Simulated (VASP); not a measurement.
## FeCo: single point with PBE

The system is FeCo.

```
Fe Co
1.0
     2.93671    0.00000    0.00000
     0.00000    2.93671    0.00000
     0.00000    0.00000    2.93671
Fe Co
1 1
Cartesian
  1.4684 1.4684 1.4684
  0.0000 0.0000 0.0000
```

* Program: VASP 6.6.1
* Task: single point
* Functional: PBE
* Potentials or basis: VASP PAW PBE potentials, release 64 (Fe, Co)
* Cutoff: 600 eV
* k mesh: 14 × 14 × 14
* Occupations: gaussian, width 0.1 eV
* Spin: collinear spin, ferromagnetic start
* Starting moments: [3.09, 2.02] μB
* Dipole correction: no
* Further INCAR settings: ALGO = Normal; EDIFF = 1e-06; NBANDS = 20

```yaml
Pressure: -14.8 GPa
Net_moment: 4.64 μB per cell
Site_moments: Fe +2.89; Co +1.80 μB
Valence_electrons_inside_the_program's_atomic_spheres: Fe 6.97; Co 8.08
```

Levels at points of the mesh, in eV from the Fermi level:
Spin up:
| k point | band 9 | band 10 | band 11 | band 12 | band 13 | band 14 |
| --- | --- | --- | --- | --- | --- | --- |
| (0.00, 0.00, 0.00) | -1.12 | -1.12 | -1.12 | 8.44 | 8.44 | 8.44 |
| (0.50, 0.00, 0.00) | -2.23 | -1.94 | -1.07 | -0.93 | 14.76 | 14.76 |
| (0.50, 0.50, 0.00) | -0.92 | -0.92 | -0.12 | -0.12 | 5.24 | 5.41 |
| (0.50, 0.50, 0.50) | -1.95 | -1.95 | 6.97 | 6.97 | 6.97 | 7.04 |
Spin down:
| k point | band 4 | band 5 | band 6 | band 7 | band 8 | band 9 |
| --- | --- | --- | --- | --- | --- | --- |
| (0.00, 0.00, 0.00) | -1.04 | -1.04 | -1.04 | 0.76 | 0.76 | 1.32 |
| (0.50, 0.00, 0.00) | -1.02 | -1.02 | -0.93 | -0.36 | -0.24 | -0.24 |
| (0.50, 0.50, 0.00) | -2.02 | -0.08 | -0.08 | 0.48 | 0.57 | 0.72 |
| (0.50, 0.50, 0.50) | -1.97 | -1.97 | -1.97 | 0.60 | 0.60 | 1.38 |

Run time: 68 s on 1 thread of AMD EPYC 9R45 96-Core Processor (Zen 5), with other jobs on the host, peak memory 0.21 GiB.

Caveat: the cell stands under tension.
